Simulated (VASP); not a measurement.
# NiO2 (P-3m1) in VASP: further runs, part 2 of 2

VASP 6.6.1.

## Step 3: Single point, PBEsol (c/a of the conventional cell at fixed volume 1.7147)

INCAR reads:

```
SYSTEM = NiO2
PREC     = Accurate       ! precision mode
ENCUT    = 520            ! plane-wave cutoff, eV
EDIFF    = 1E-7           ! SCF threshold, eV
ISMEAR   = 0              ! smearing method
SIGMA    = 0.05           ! smearing width, eV
LREAL    = .FALSE.        ! projectors in reciprocal space
LASPH    = .TRUE.         ! aspherical terms in the spheres
NELM     = 100            ! most SCF steps
ALGO     = Normal         ! electronic algorithm
ISIF     = 2              ! what is computed and relaxed
LWAVE    = .FALSE.        ! write WAVECAR
LCHARG   = .TRUE.         ! write CHGCAR
GGA      = PS             ! functional
LELF     = .TRUE.         ! ELF
LVHAR    = .TRUE.       
NBANDS   = 18             ! bands
```

KPOINTS reads:

```
Automatic mesh
0
G
  12 12 6
  0 0 0
```

POSCAR reads:

```
NiO2
1.0
    2.8221285779      0.0000000000      0.0000000000
   -1.4110642890      2.4440350412      0.0000000000
    0.0000000000      0.0000000000      4.8391038725
Ni O
1 2
Direct
    0.0000000000      0.0000000000      0.5000000000
    0.6666666667      0.3333333333      0.6750910825
    0.3333333333      0.6666666667      0.3249089175
```

Potentials or basis: VASP PAW PBE potentials, release 64 (Ni, O).

Run with:

```console
$ cat potpaw_PBE.64/Ni/POTCAR potpaw_PBE.64/O/POTCAR > POTCAR
$ mpirun -np 1 vasp_std > vasp.out
```

OUTCAR:

```text
SYSTEM = NiO2
   PREC = Accurate
   ENCUT = 520
   EDIFF = 1E-7
   ISMEAR = 0
   LREAL = .FALSE.
   LASPH = .TRUE.
   NELM = 100
   ISIF = 2
   GGA = PS

 ion  position               nearest neighbor table
   1  0.000  0.000  0.500-   2 1.84   3 1.84   2 1.84   3 1.84   2 1.84   3 1.84
   2  0.667  0.333  0.675-   1 1.84   1 1.84   1 1.84
   3  0.333  0.667  0.325-   1 1.84   1 1.84   1 1.84

  LATTYP: Found a hexagonal cell.
 ALAT       =     2.8221285779
 C/A-ratio  =     1.7147000000

  Lattice vectors:

 A1 = (   2.8221285779,   0.0000000000,   0.0000000000)
 A2 = (  -1.4110642890,   2.4440350412,   0.0000000000)
 A3 = (   0.0000000000,   0.0000000000,   4.8391038725)

Analysis of symmetry for initial positions (statically):
=====================================================================
 Subroutine PRICEL returns:
 Original cell was already a primitive cell.

 Routine SETGRP: Setting up the symmetry group for a
 hexagonal supercell.

 Subroutine GETGRP returns: Found 12 space group operations
 (whereof 12 operations were pure point group operations)
 out of a pool of 24 trial point group operations.

[... 164 lines left out ...]

 E-fermi :   2.4992     XC(G=0): -10.3952

 val. band max:        2.1770428574   @ k =   0.0833   0.0000   0.5000
 cond. band min:       3.1387420237   @ k =   0.3333   0.0000   0.3333
 fundamental gap:      0.9616991664
 Fermi energy:         2.4991796430

 k-point     1 :       0.0000    0.0000    0.0000
  band No.  band energies     occupation
      1     -17.9969      2.00000
      2     -14.9039      2.00000
      3      -4.1525      2.00000
      4      -4.1525      2.00000
      5      -3.5655      2.00000
      6      -0.1589      2.00000
[... 481 lines left out ...]
      5      -3.1329      2.00000
      6      -1.3002      2.00000
[... 10 lines left out ...]
     17      19.4494      0.00000
     18      21.8919      0.00000

 [... further k-points ...]

------------------------ aborting loop because EDIFF is reached ----------------------------------------

  FORCE on cell =-STRESS in cart. coord.  units (eV):
  Direction    XX          YY          ZZ          XY          YZ          ZX
  --------------------------------------------------------------------------------------
  -------------------------------------------------------------------------------------
  Total        1.0196836      1.0196836      2.2970994     -0.0000000      0.0000000     -0.0000000
  in kB       48.9470884     48.9470884    110.2658944     -0.0000000      0.0000000     -0.0000000
  external PRESSURE =      69.3866904 kB  Pullay stress =       0.0000000 kB

 VOLUME and BASIS-vectors are now :
 -----------------------------------------------------------------------------
  energy-cutoff  :      520.00
  volume of cell :       33.38
      direct lattice vectors                 reciprocal lattice vectors
     2.822128578  0.000000000  0.000000000     0.354342466  0.204579718  0.000000000
    -1.411064289  2.444035041  0.000000000     0.000000000  0.409159436  0.000000000
     0.000000000  0.000000000  4.839103872     0.000000000  0.000000000  0.206649832

 POSITION                                       TOTAL-FORCE (eV/Angst)
 -----------------------------------------------------------------------------------
      0.00000      0.00000      2.41955        -0.000000      0.000000      0.000000
      1.41106      0.81468      3.26684        -0.000000      0.000000      1.388682
     -0.00000      1.62936      1.57227         0.000000     -0.000000     -1.388682
 -----------------------------------------------------------------------------------
    total drift:                                0.000000     -0.000000     -0.000000

  FREE ENERGIE OF THE ION-ELECTRON SYSTEM (eV)
  ---------------------------------------------------
  free  energy   TOTEN  =       -18.6524391236 eV

  energy  without entropy=      -18.6524391236  energy(sigma->0) =      -18.65243912
```

stdout:

```text
POSCAR found type information on POSCAR NiO
 POSCAR found :  2 types and       3 ions
 scaLAPACK will be used
 -----------------------------------------------------------------------------
|                                                                             |
|                                                                             |
|     You enforced a specific xc type in the INCAR file but a different       |
|     I HOPE YOU KNOW WHAT YOU ARE DOING!                                     |
|                                                                             |
 -----------------------------------------------------------------------------

 LDA part: xc-table for (Slater+PW92), standard interpolation
 POSCAR, INCAR and KPOINTS ok, starting setup
 FFT: planning ... GRIDC
 FFT: planning ... GRID_SOFT
 FFT: planning ... GRID
 WAVECAR not read
 entering main loop
```

Run time: 30 s. Hardware: 1 thread of Intel Xeon Platinum 8559C (Emerald Rapids), shared host; peak memory 0.18 GiB.

What came out:

```
Free energy            : -18.6524 eV
Pressure               : 6.9 GPa
Largest force          : 1.389 eV/Å
Band gap on the k mesh : 0.96 eV, indirect (least direct gap 1.36 eV)
```

Forces on the atoms (eV/Å):
```
Ni   0.000  0.000  0.000
O    0.000  0.000  1.389
O    0.000  0.000 -1.389
```

Caveat: the PAW data sets were made with another functional, which shifts forces and pressure a little. Spin polarisation is off, so any magnetic state and its effect on volume and gap are missing.

## Step 4: Single point, PBEsol (c/a of the conventional cell at fixed volume 1.6433)

INCAR reads:

```
  ALGO = Normal
  EDIFF = 1E-6
  ENCUT = 520
  GGA = PS
  ISIF = 2
  ISMEAR = 0
  LASPH = T
  LCHARG = F
  LREAL = F
  LWAVE = F
  NBANDS = 18
  NELM = 60
  PREC = Accurate
  SIGMA = 0.05
```

KPOINTS reads:

```
k-points
0
Gamma
  12 12 6
```

POSCAR reads:

```
NiO2
1.0
    2.8624235356      0.0000000000      0.0000000000
   -1.4312117678      2.4789314982      0.0000000000
    0.0000000000      0.0000000000      4.7038205961
Ni O
1 2
Direct
    0.0000000000      0.0000000000      0.5000000000
    0.6666666667      0.3333333333      0.6499533987
    0.3333333333      0.6666666667      0.3500466013
```

Run with:

```console
$ cat potpaw_PBE.64/Ni/POTCAR potpaw_PBE.64/O/POTCAR > POTCAR
$ mpirun -np 1 vasp_std > vasp.out
```

Run time: 26 s. Hardware: 1 thread of Intel Xeon Platinum 8559C (Emerald Rapids), shared host; peak memory 0.19 GiB.

Results (log left out):

```yaml
Free_energy: -17.9881 eV
Pressure: 22.9 GPa
Largest_force: 3.800 eV/Å
Band_gap_on_the_k_mesh: 0.68 eV, indirect (least direct gap 1.08 eV)
```

Forces on the atoms (eV/Å):
```
Ni   0.000  0.000  0.000
O    0.000  0.000  3.800
O    0.000  0.000 -3.800
```

Stress tensor (GPa, compression positive):
```
21.73  0.00  0.00
 0.00 21.73  0.00
 0.00  0.00 25.34
```

Levels at points of the mesh, in eV from the valence-band top:
| k point | band 9 | band 10 | band 11 | band 12 | band 13 | band 14 |
| --- | --- | --- | --- | --- | --- | --- |
| (0.00, 0.00, 0.00) | -1.81 | -1.81 | -0.12 | 2.29 | 2.29 | 6.71 |
| (0.50, 0.00, 0.00) | -2.33 | -1.70 | -1.12 | 1.07 | 2.41 | 11.66 |
| (0.00, 0.00, 0.50) | -1.82 | -1.82 | 0.00 | 2.30 | 2.30 | 8.14 |
| (0.50, 0.00, 0.50) | -2.30 | -1.43 | -1.15 | 1.04 | 2.38 | 10.57 |

Caveat: the PAW data sets were made with another functional, which shifts forces and pressure a little. Spin polarisation is off, so any magnetic state and its effect on volume and gap are missing.

## Step 5: Summary

| cell | gap on the mesh (eV) | pressure (GPa) | largest force (eV/Å) |
| --- | --- | --- | --- |
| a = 2.803, b = 2.803, c = 4.906 Å, angles 90.0, 90.0, 120.0°, 3 atoms | 0.78 | 42.5 | 5.56 |
| a = 2.822, b = 2.822, c = 4.839 Å, angles 90.0, 90.0, 120.0°, 3 atoms | 0.96 | 6.9 | 1.39 |
| a = 2.862, b = 2.862, c = 4.704 Å, angles 90.0, 90.0, 120.0°, 3 atoms | 0.68 | 22.9 | 3.80 |

Alike in all rows: task single point; level PBEsol; potentials or basis VASP PAW PBE potentials, release 64 (Ni, O); no spin polarisation; k mesh 12 × 12 × 6; cutoff (eV) 520; smearing gaussian 0.05 eV.

Caveats: the PAW data sets were made with another functional, which shifts forces and pressure a little.

Absolute energies hang on the potentials; compare differences alone.
